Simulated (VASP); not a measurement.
# BaTiO3 (Amm2) in VASP: notebook, part 2 of 2

VASP 6.6.1. The steps go on from the part before.

### Step 3. Single point, PBE

This run uses another cell than the first one, of 13.02 Å³/atom, 0.972 times its volume.

The input, INCAR:

```
PREC     = Accurate       # precision mode
ENCUT    = 520            # plane-wave cutoff, eV
EDIFF    = 1E-6           # SCF threshold, eV
ISMEAR   = -1             # smearing method
SIGMA    = 0.02           # smearing width, eV
LREAL    = F              # projectors in reciprocal space
LASPH    = T              # aspherical terms in the spheres
NELM     = 100            # most SCF steps
ALGO     = Normal         # electronic algorithm
ISIF     = 2              # what is computed and relaxed
LWAVE    = F              # write WAVECAR
LCHARG   = T              # write CHGCAR
GGA      = PE             # functional
LELF     = T              # ELF
LVHAR    = T            
NBANDS   = 28             # bands
```

The input, KPOINTS:

```
regular mesh
0
Gamma
  6 6 6
```

The input, POSCAR:

```
BaTiO3
1.0
    3.9631984557      0.0000000000      0.0000000000
    0.0000000000      2.8578841634      2.8741958914
    0.0000000000     -2.8578841634      2.8741958914
Ba Ti O
1 1 3
Direct
    0.0000000000      0.0049647928      0.0049647928
    0.5000000000      0.5205652015      0.5205652015
    0.5000000000      0.9767600020      0.4907771772
    0.5000000000      0.4907771772      0.9767600020
    0.0000000000      0.4868328265      0.4868328265
```

Potentials or basis: VASP PAW PBE potentials, release 64 (Ba_sv, Ti_sv, O).

Launch:

```bash
$ cat potpaw_PBE.64/Ba_sv/POTCAR potpaw_PBE.64/Ti_sv/POTCAR potpaw_PBE.64/O/POTCAR > POTCAR
$ mpirun -np 1 vasp_std > vasp.out
```

OUTCAR:

```text
PREC = Accurate
   ENCUT = 520
   EDIFF = 1E-6
   ISMEAR = -1
   LREAL = F
   LASPH = T
   NELM = 100
   ISIF = 2
   GGA = PE

 ion  position               nearest neighbor table
   1  0.000  0.005  0.005-   5 2.77   4 2.80   3 2.80   3 2.80   4 2.80   5 2.86   5 2.86   4 2.88
                             3 2.88   3 2.88   4 2.88   5 2.98   2 3.42   2 3.42   2 3.48   2 3.48
   2  0.500  0.521  0.521-   3 1.85   4 1.85   5 1.99   5 1.99   3 2.21   4 2.21   1 3.42   1 3.42
                             1 3.48   1 3.48   1 3.48   1 3.48   1 3.57   1 3.57
   3  0.500  0.977  0.491-   2 1.85   2 2.21   1 2.80   1 2.80   1 2.88   1 2.88
   4  0.500  0.491  0.977-   2 1.85   2 2.21   1 2.80   1 2.80   1 2.88   1 2.88
   5  0.000  0.487  0.487-   2 1.99   2 1.99   1 2.77   1 2.86   1 2.86   1 2.98

  LATTYP: Found a base centered orthorhombic cell.
 ALAT       =     5.7157683268
 B/A-ratio  =     1.0057076239
 C/A-ratio  =     0.6933798274

  Lattice vectors:

 A1 = (   0.0000000000,   2.8578841634,  -2.8741958914)
 A2 = (   0.0000000000,   2.8578841634,   2.8741958914)
 A3 = (   3.9631984557,   0.0000000000,   0.0000000000)

Analysis of symmetry for initial positions (statically):
[... 183 lines left out ...]
 fundamental gap:      2.2442292717
 Fermi energy:         4.2080311714

 k-point     1 :       0.0000    0.0000    0.0000
  band No.  band energies     occupation
      1     -52.6513      2.00000
      2     -28.9274      2.00000
      3     -28.9264      2.00000
      4     -28.8600      2.00000
      5     -21.1850      2.00000
      6     -13.1362      2.00000
[... 733 lines left out ...]
     27      11.8363      0.00000
     28      12.2138      0.00000

 [... further k-points ...]

------------------------ aborting loop because EDIFF is reached ----------------------------------------

  FORCE on cell =-STRESS in cart. coord.  units (eV):
  Direction    XX          YY          ZZ          XY          YZ          ZX
  --------------------------------------------------------------------------------------
  -------------------------------------------------------------------------------------
  Total        1.9539097      2.0421275      1.9694835      0.0000000      0.0000000      0.0000000
  in kB       48.0815281     50.2523787     48.4647657      0.0000000      0.0000000      0.0000000
  external PRESSURE =      48.9328908 kB  Pullay stress =       0.0000000 kB

 VOLUME and BASIS-vectors are now :
 -----------------------------------------------------------------------------
  energy-cutoff  :      520.00
  volume of cell :       65.11
      direct lattice vectors                 reciprocal lattice vectors
     3.963198456  0.000000000  0.000000000     0.252321455  0.000000000  0.000000000
     0.000000000  2.857884163  2.874195891     0.000000000  0.174954607  0.173961699
     0.000000000 -2.857884163  2.874195891     0.000000000 -0.174954607  0.173961699

 POSITION                                       TOTAL-FORCE (eV/Angst)
 -----------------------------------------------------------------------------------
      0.00000      0.00000      0.02854         0.000000      0.000000     -0.018376
      1.98160      0.00000      2.99241         0.000000      0.000000     -0.134284
      1.98160      1.38888      4.21799         0.000000      0.125752      0.091076
      1.98160     -1.38888      4.21799         0.000000     -0.125752      0.091076
      0.00000      0.00000      2.79851         0.000000      0.000000     -0.029492
 -----------------------------------------------------------------------------------
    total drift:                                0.000000     -0.000001     -0.000321

  FREE ENERGIE OF THE ION-ELECTRON SYSTEM (eV)
  ---------------------------------------------------
  free  energy   TOTEN  =       -40.0201228134 eV

  energy  without entropy=      -40.0201228134  energy(sigma->0) =      -40.02012281
```

OSZICAR:

```text
N       E                     dE             d eps       ncg     rms          rms(c)
DAV:   1     0.440462179517E+03    0.44046E+03   -0.20848E+04  2912   0.155E+03
DAV:   2    -0.306702702155E+01   -0.44353E+03   -0.42278E+03  3328   0.432E+02
DAV:   3    -0.482997186611E+02   -0.45233E+02   -0.44847E+02  4028   0.136E+02
DAV:   4    -0.505516774995E+02   -0.22520E+01   -0.22479E+01  4472   0.257E+01
DAV:   5    -0.506173006039E+02   -0.65623E-01   -0.65616E-01  3820   0.343E+00    0.237E+01
DAV:   6    -0.402429269465E+02    0.10374E+02   -0.55759E+01  4352   0.682E+01    0.102E+01
DAV:   7    -0.401985818350E+02    0.44345E-01   -0.11267E+01  3956   0.250E+01    0.724E+00
DAV:   8    -0.400134485571E+02    0.18513E+00   -0.62237E-01  3544   0.733E+00    0.373E+00
DAV:   9    -0.400479360681E+02   -0.34488E-01   -0.36827E-01  4320   0.537E+00    0.161E+00
DAV:  10    -0.400236453036E+02    0.24291E-01   -0.15706E-01  3536   0.411E+00    0.548E-01
DAV:  11    -0.400202858361E+02    0.33595E-02   -0.13261E-02  3912   0.724E-01    0.140E-01
DAV:  12    -0.400201374662E+02    0.14837E-03   -0.97814E-04  3336   0.208E-01    0.448E-02
DAV:  13    -0.400201175351E+02    0.19931E-04   -0.13795E-04  3564   0.123E-01    0.172E-02
DAV:  14    -0.400201235600E+02   -0.60249E-05   -0.37976E-05  3996   0.419E-02    0.126E-02
DAV:  15    -0.400201243820E+02   -0.82196E-06   -0.21070E-05  4080   0.431E-02    0.113E-02
DAV:  16    -0.400201228126E+02    0.15693E-05   -0.57786E-06  2960   0.243E-02    0.138E-03
DAV:  17    -0.400201228134E+02   -0.78217E-09   -0.38716E-07  1944   0.537E-03
   1 F= -.40020123E+02 E0= -.40020123E+02  d E =-.229183E-12
```

stdout:

```text
POSCAR found type information on POSCAR BaTiO
 POSCAR found :  3 types and       5 ions
 scaLAPACK will be used
 LDA part: xc-table for (Slater+PW92), standard interpolation
 POSCAR, INCAR and KPOINTS ok, starting setup
 FFT: planning ... GRIDC
 FFT: planning ... GRID_SOFT
 FFT: planning ... GRID
 WAVECAR not read
 entering main loop
```

Run time: 66 s. Hardware: 1 thread of Intel Xeon Platinum 8488C (Sapphire Rapids), shared host; peak memory 0.23 GiB.

Results:

| Quantity | Value |
| --- | --- |
| Free energy | -40.0201 eV |
| Pressure | 4.9 GPa |
| Largest force | 0.155 eV/Å |
| Band gap on the k mesh | 2.24 eV, indirect (least direct gap 2.70 eV) |

Forces in eV/Å, atoms in the order of the input:
```
Ba   0.000  0.000 -0.018
Ti   0.000  0.000 -0.134
O    0.000  0.126  0.091
O    0.000 -0.126  0.091
O    0.000  0.000 -0.029
```

Caveat: spin-orbit coupling is left out, which moves the levels of the heavy elements.

### Step 4. Single point, PBE

The input, INCAR:

```
SYSTEM = BaTiO3
  ALGO = Normal
  EDIFF = 1E-6
  ENCUT = 520
  GGA = PE
  ISIF = 2
  ISMEAR = -1
  LASPH = .TRUE.
  LCHARG = .FALSE.
  LREAL = .FALSE.
  LWAVE = .FALSE.
  NBANDS = 28
  NELM = 80
  PREC = Accurate
  SIGMA = 0.02
```

The input, KPOINTS:

```
k-points
0
G
  6 6 6
  0 0 0
```

The input, POSCAR:

```
BaTiO3
1.0
    3.9725052767      0.0000000000      0.0000000000
    0.0000000000      2.8904444971      2.9153853852
    0.0000000000     -2.8904444971      2.9153853852
Ba Ti O
1 1 3
Direct
    0.0000000000      0.0082750941      0.0082750941
    0.5000000000      0.5244580647      0.5244580647
    0.5000000000      0.9731675976      0.4899429166
    0.5000000000      0.4899429166      0.9731675976
    0.0000000000      0.4840563270      0.4840563270
```

Launch:

```bash
$ cat potpaw_PBE.64/Ba_sv/POTCAR potpaw_PBE.64/Ti_sv/POTCAR potpaw_PBE.64/O/POTCAR > POTCAR
$ mpirun -np 1 vasp_std > vasp.out
```

It took 66 s on 1 thread of Intel Xeon Platinum 8488C (Sapphire Rapids), shared host; peak memory 0.24 GiB.

The run converged. Its results:

```yaml
Free_energy: -40.0526 eV
Pressure: 1.6 GPa
Largest_force: 0.088 eV/Å
Band_gap_on_the_k_mesh: 2.35 eV, indirect (least direct gap 2.89 eV)
```

Forces in eV/Å, atoms in the order of the input:
```
Ba   0.000  0.000 -0.046
Ti   0.000  0.000 -0.088
O    0.000  0.035  0.056
O    0.000 -0.035  0.056
O    0.000  0.000  0.021
```

Levels at points of the mesh, in eV from the valence-band top:
| k point | band 18 | band 19 | band 20 | band 21 | band 22 | band 23 |
| --- | --- | --- | --- | --- | --- | --- |
| (0.00, 0.00, 0.00) | -0.71 | -0.63 | -0.54 | 2.35 | 2.66 | 2.69 |
| (0.50, 0.00, 0.00) | -1.46 | -1.34 | -1.20 | 2.77 | 3.61 | 3.89 |
| (0.00, 0.50, 0.00) | -1.65 | -1.06 | -0.82 | 2.59 | 3.70 | 3.71 |
| (0.50, 0.50, 0.00) | -0.99 | -0.94 | -0.08 | 3.74 | 3.77 | 4.09 |
| (0.00, 0.50, 0.50) | -0.99 | -0.87 | -0.34 | 3.68 | 3.78 | 3.95 |
| (0.50, 0.50, 0.50) | -0.27 | -0.04 | 0.00 | 4.13 | 4.18 | 4.36 |

Caveat: spin-orbit coupling is left out, which moves the levels of the heavy elements.

### Step 5. The runs side by side

| task | level | cell | cutoff (eV) | gap on the mesh (eV) | pressure (GPa) | largest force (eV/Å) |
| --- | --- | --- | --- | --- | --- | --- |
| relaxation of cell and atoms | PBEsol | relaxed from a = 3.973, b = 4.105, c = 4.105 Å, angles 89.5, 90.0, 90.0°, 5 atoms | 600 | 2.10 | 0.0 | - |
| single point | PBE | a = 3.963, b = 4.053, c = 4.053 Å, angles 89.7, 90.0, 90.0°, 5 atoms | 520 | 2.24 | 4.9 | 0.16 |
| single point | PBE | a = 3.973, b = 4.105, c = 4.105 Å, angles 89.5, 90.0, 90.0°, 5 atoms | 520 | 2.35 | 1.6 | 0.09 |

Alike in all rows: potentials or basis VASP PAW PBE potentials, release 64 (Ba_sv, Ti_sv, O); no spin polarisation; k mesh 6 × 6 × 6; smearing fermi-dirac 0.02 eV.

Caveats: spin-orbit coupling is left out, which moves the levels of the heavy elements; the PAW data sets were made with another functional, which shifts forces and pressure a little (some runs).

Total energies depend on the potentials used, so only differences within one code and one set of settings carry meaning.
